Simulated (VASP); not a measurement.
# Zr3HC2 (P1) in VASP: single point with PBEsol

Aim: the single point of Zr3HC2 with PBEsol.

Program: VASP 6.6.1. These are calculated values, not measurements. Logs are shortened: lines on timing, memory, paths and dates and some standing lists are left out, and cuts for length are marked.

## Step 1: The cell of the first run

The typed cell holds 6 atoms: a = 3.360 Å, b = 3.360 Å, c = 8.024 Å, α = 90.00°, β = 90.00°, γ = 120.00°.

## Step 2: Single point, PBEsol

Contents of INCAR:

```
SYSTEM = Zr3HC2
PREC = Accurate
ENCUT = 520
EDIFF = 1E-6
ISMEAR = 0
SIGMA = 0.1
LREAL = .False.
LASPH = .True.
NELM = 80
ALGO = Normal
ISIF = 2
LWAVE = .False.
LCHARG = .True.
GGA = PS
LELF = .True.
LVHAR = .True.
NBANDS = 32
```

Contents of KPOINTS:

```
Automatic mesh
0
Gamma
  5 5 2
  0 0 0
```

Contents of POSCAR:

```
Zr3HC2
1.0
    3.3595800000      0.0000000000      0.0000000000
   -1.6797900078      2.9094804668      0.0000000000
    0.0000000000      0.0000000000      8.0238500000
Zr H C
3 1 2
Direct
    0.9887200000      0.9906600000      0.4977000000
    0.3535900000      0.6807600000      0.1639500000
    0.6317800000      0.3333100000      0.8215200000
    0.9676300000      0.9311800000      0.0055500000
    0.3287700000      0.6553600000      0.6806300000
    0.7005600000      0.3529300000      0.3183700000
```

Potentials or basis: VASP PAW PBE potentials, release 64 (Zr_sv, H, C).

Launch:

```sh
cat potpaw_PBE.64/Zr_sv/POTCAR potpaw_PBE.64/H/POTCAR potpaw_PBE.64/C/POTCAR > POTCAR
mpirun -np 1 vasp_std > vasp.out
```

OUTCAR:

```text
SYSTEM = Zr3HC2
   PREC = Accurate
   ENCUT = 520
   EDIFF = 1E-6
   ISMEAR = 0
   LREAL = .False.
   LASPH = .True.
   NELM = 80
   ISIF = 2
   GGA = PS

 ion  position               nearest neighbor table
   1  0.989  0.991  0.498-   6 2.35   6 2.38   5 2.42   5 2.43   5 2.45   6 2.52   3 3.20   3 3.23
                             2 3.25   3 3.30   2 3.32   2 3.35
   2  0.354  0.681  0.164-   4 2.20   4 2.26   6 2.27   6 2.32   6 2.32   1 3.25   3 3.30   1 3.32
                             3 3.34   1 3.35   3 3.46
   3  0.632  0.333  0.822-   5 2.14   5 2.28   4 2.29   5 2.32   1 3.20   1 3.23   2 3.30   1 3.30
                             2 3.34   2 3.46
   4  0.968  0.931  0.006-   2 2.20   2 2.26   3 2.29
   5  0.329  0.655  0.681-   3 2.14   3 2.28   3 2.32   1 2.42   1 2.43   1 2.45
   6  0.701  0.353  0.318-   2 2.27   2 2.32   2 2.32   1 2.35   1 2.38   1 2.52

  LATTYP: Found a hexagonal cell.
 ALAT       =     3.3595800000
 C/A-ratio  =     2.3883491389

  Lattice vectors:

 A1 = (   3.3595800000,   0.0000000000,   0.0000000000)
 A2 = (  -1.6797900078,   2.9094804668,   0.0000000000)
 A3 = (   0.0000000000,   0.0000000000,   8.0238500000)

Analysis of symmetry for initial positions (statically):
=====================================================================
 Subroutine PRICEL returns:
 Original cell was already a primitive cell.

 Routine SETGRP: Setting up the symmetry group for a
 hexagonal supercell.

 Subroutine GETGRP returns: Found  1 space group operations
 (whereof  1 operations were pure point group operations)
 out of a pool of 24 trial point group operations.

The static configuration has the point symmetry C_1 .

Analysis of symmetry for dynamics (positions and initial velocities):
=====================================================================
 Subroutine PRICEL returns:
 Original cell was already a primitive cell.

 Routine SETGRP: Setting up the symmetry group for a
 hexagonal supercell.

 Subroutine GETGRP returns: Found  1 space group operations
 (whereof  1 operations were pure point group operations)
 out of a pool of 24 trial point group operations.

The dynamic configuration has the point symmetry C_1 .

 Subroutine INISYM returns: Found  1 space group operations
 (whereof  1 operations are pure point group operations),
 and found     1 'primitive' translations

----------------------------------------------------------------------------------------

                                     Primitive cell

[... 97 lines left out ...]
   NELM   =     80;   NELMIN=  2; NELMDL= -5     # of ELM steps
   EDIFF  = 0.1E-05   stopping-criterion for ELM
   LREAL  =      F    real-space projection
   EDIFFG = 0.1E-04   stopping-criterion for IOM
   NSW    =      0    number of steps for IOM
   IBRION =     -1    ionic relax: 0-MD 1-quasi-New 2-CG
   NFREE  =      0    steps in history (QN), initial steepest desc. (CG)
   ISIF   =      2    stress and relaxation
   ISYM   =      2    0-nonsym 1-usesym 2-fastsym
   POTIM  = 0.5000    time-step for ionic-motion
   TEBEG  =    0.0;   TEEND  =   0.0 temperature during run
   PSTRESS=    0.0 pullay stress
   NELECT =      45.0000    total number of electrons
   NUPDOWN=      -1.0000    fix difference up-down
   EMIN   =  10.00;   EMAX   =-10.00  energy-range for DOS
   EFERMI =   0.00;   METHOD = LEGACY
   ISMEAR =     0;   SIGMA  =   0.10  broadening in eV -4-tet -1-fermi 0-gaus
   EFERMI_NEDOS =   21; number of points for ismear=-14 and -15
   IALGO  =     38    algorithm
   IMIX   =      4    mixing-type and parameters
     AMIX     =   0.40;   BMIX     =  1.00
     AMIX_MAG =   1.60;   BMIX_MAG =  1.00
  volume/ion in A,a.u.               =      13.07        88.21
  Fermi-wavevector in a.u.,A,eV,Ry     =   1.360352  2.570692 25.178359  1.850557
  Thomas-Fermi vector in A             =   2.487021
   LORBIT       =      0    0 simple, 1 ext, 2 COOP (PROOUT), +10 PAW based schemes
   GGA     = PS    functional components
   LHFCALC =     F    Hartree Fock is set to
   AEXX    =    0.0000 exact exchange contribution
   IVDW    =     0    specifies the selected vdW correction
   LEPSILON=     F    determine dielectric tensor
   LRPA    =     F    only Hartree local field effects (RPA)
 non-spin polarized calculation
 Gauss-broadening in eV      SIGMA  =   0.10
  energy-cutoff  :      520.00
  volume of cell :       78.43
 maximum number of plane-waves:      2141
 NGX is ok and might be reduce to    28
   NGX = 13   NGY = 13   NGZ = 29

 number of electron      45.0000001 magnetization

 Free energy of the ion-electron system (eV)
  ---------------------------------------------------
  ext. energy  EPLUGINS =         0.00000000
  ---------------------------------------------------
  free energy    TOTEN  =       -54.38707275 eV

  energy without entropy =      -54.36644447  energy(sigma->0) =      -54.37675861

 E-fermi :   9.1696     XC(G=0): -11.8740

 val. band max:        9.1688934616   @ k =  -0.2000   0.2000   0.5000
 cond. band min:       9.1887588489   @ k =   0.0000   0.2000   0.5000
 fundamental gap:      0.0198653873
 Fermi energy:         9.1696257240

 k-point     1 :       0.0000    0.0000    0.0000
  band No.  band energies     occupation
      1     -39.1705      2.00000
      2     -39.1076      2.00000
      3     -39.0394      2.00000
      4     -17.5551      2.00000
      5     -17.5012      2.00000
      6     -17.0272      2.00000
[... 829 lines left out ...]
     31      14.6502      0.00000
     32      14.9892      0.00000

 [... further k-points ...]
[... 5 lines left out ...]
  --------------------------------------------------------------------------------------
  -------------------------------------------------------------------------------------
  Total       -3.3526735     -3.3052456     -3.7549150     -0.8222825      0.3077972      2.0937415
  in kB      -68.4886502    -67.5197904    -76.7056681    -16.7976449      6.2877030     42.7710990
  external PRESSURE =     -70.9047029 kB  Pullay stress =       0.0000000 kB

 VOLUME and BASIS-vectors are now :
 -----------------------------------------------------------------------------
  energy-cutoff  :      520.00
  volume of cell :       78.43
      direct lattice vectors                 reciprocal lattice vectors
     3.359580000  0.000000000  0.000000000     0.297656255  0.171851988  0.000000000
    -1.679790008  2.909480467  0.000000000     0.000000000  0.343703974  0.000000000
     0.000000000  0.000000000  8.023850000     0.000000000  0.000000000  0.124628451

 POSITION                                       TOTAL-FORCE (eV/Angst)
 -----------------------------------------------------------------------------------
      1.65758      2.88231      3.99347         0.444383      0.390277     -0.468719
      0.04438      1.98066      1.31551         0.155748      0.014393      1.593441
      1.56262      0.96976      6.59175         0.999615     -0.429388     -0.041674
      1.68664      2.70925      0.04453         0.136203      0.271943     -0.276247
      0.00366      1.90676      5.46127        -1.094747      0.301121     -0.889911
      1.76074      1.02684      2.55455        -0.641202     -0.548346      0.083110
 -----------------------------------------------------------------------------------
    total drift:                               -0.000024      0.000040     -0.000149

  FREE ENERGIE OF THE ION-ELECTRON SYSTEM (eV)
  ---------------------------------------------------
  free  energy   TOTEN  =       -54.3870727454 eV

  energy  without entropy=      -54.3664444733  energy(sigma->0) =      -54.37675861
```

stdout:

```text
POSCAR found type information on POSCAR ZrH C
 POSCAR found :  3 types and       6 ions
 scaLAPACK will be used
 -----------------------------------------------------------------------------
|                                                                             |
|                                                                             |
|     You enforced a specific xc type in the INCAR file but a different       |
|     I HOPE YOU KNOW WHAT YOU ARE DOING!                                     |
|                                                                             |
 -----------------------------------------------------------------------------

 LDA part: xc-table for (Slater+PW92), standard interpolation
 POSCAR, INCAR and KPOINTS ok, starting setup
 FFT: planning ... GRIDC
 FFT: planning ... GRID_SOFT
 FFT: planning ... GRID
 WAVECAR not read
 entering main loop
```

Wall time 2.4 min (1 thread of Intel Xeon 8259CL, shared host); peak memory 0.23 GiB.

Results:

- Free energy: -54.3871 eV
- Pressure: -7.1 GPa
- Largest force: 1.601 eV/Å

Forces on the atoms (eV/Å):
```
Zr   0.444  0.390 -0.469
Zr   0.156  0.014  1.593
Zr   1.000 -0.429 -0.042
H    0.136  0.272 -0.276
C   -1.095  0.301 -0.890
C   -0.641 -0.548  0.083
```

Caveat: the k points lie up to 0.43 Å⁻¹ apart; the PAW data sets were made with another functional, which shifts forces and pressure a little.
